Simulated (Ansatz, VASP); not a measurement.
# Two plane-wave programs on Zr

The input INCAR:

```
SYSTEM = Zr
ALGO = Normal
EDIFF = 1E-6
ENCUT = 500
GGA = PE
GGA_COMPAT = .False.
ISIF = 2
ISMEAR = 0
LASPH = .True.
LCHARG = .False.
LREAL = .False.
LWAVE = .False.
NBANDS = 12
NELM = 120
PREC = Accurate
SIGMA = 0.0108
```

Contents of KPOINTS:

```
k-points
0
Gamma
  7 7 7
  0 0 0
```

POSCAR

```
Zr
1.0
    0.0000000000      2.1107310000      2.1107310000
    2.1107310000      0.0000000000      2.1107310000
    2.1107310000      2.1107310000      0.0000000000
Zr
1
Direct
    0.0000000000      0.0000000000      0.0000000000
```

Input for Ansatz:

```yaml
crystal:
  lattice:
    - [0.0, 2.110731, 2.110731]
    - [2.110731, 0.0, 2.110731]
    - [2.110731, 2.110731, 0.0]
  atoms:
    - { symbol: Zr, position: [0.0, 0.0, 0.0] }
  symmetry: { tolerance: 0.0003 }
kpoints:
  mp_grid: { grid: [7, 7, 7], shift: [0, 0, 0] }
magnetization:
  spin_polarized: false
scf:
  occupations: { method: gaussian, width: 0.0108 }
hamiltonian:
  pseudopotentials: { kind: paw }
  xc: pbe
basis:
  ecutwfc: 420
output:
  forces: true
  stress: true
  eigenvalues: true
```

Alike in both runs: task single point; functional PBE; k mesh 7 × 7 × 7; occupations gaussian, width 0.0108 eV; no spin polarisation.

|  | VASP | Ansatz |
| --- | --- | --- |
| version | VASP 6.6.1 | Ansatz 0.2.0 |
| potentials or method | VASP PAW PBE potentials, release 64 (Zr_sv), cutoff 500 eV | PAW plane waves |
| valence electrons in the cell | 12 | 12 |

Ansatz gave:

* gap on the k mesh at the Fermi level (eV): none
* pressure (GPa): 26.9

Q: Estimate VASP's values.

A: gap on the k mesh at the Fermi level (eV): none; pressure (GPa): 27.0.

A gap of «none» marks a metal or a gap that the smearing closes. With one functional, cell and mesh, what is left measures potentials, basis and numerics.

The k mesh is coarse, so the values compare programs but aren't converged.
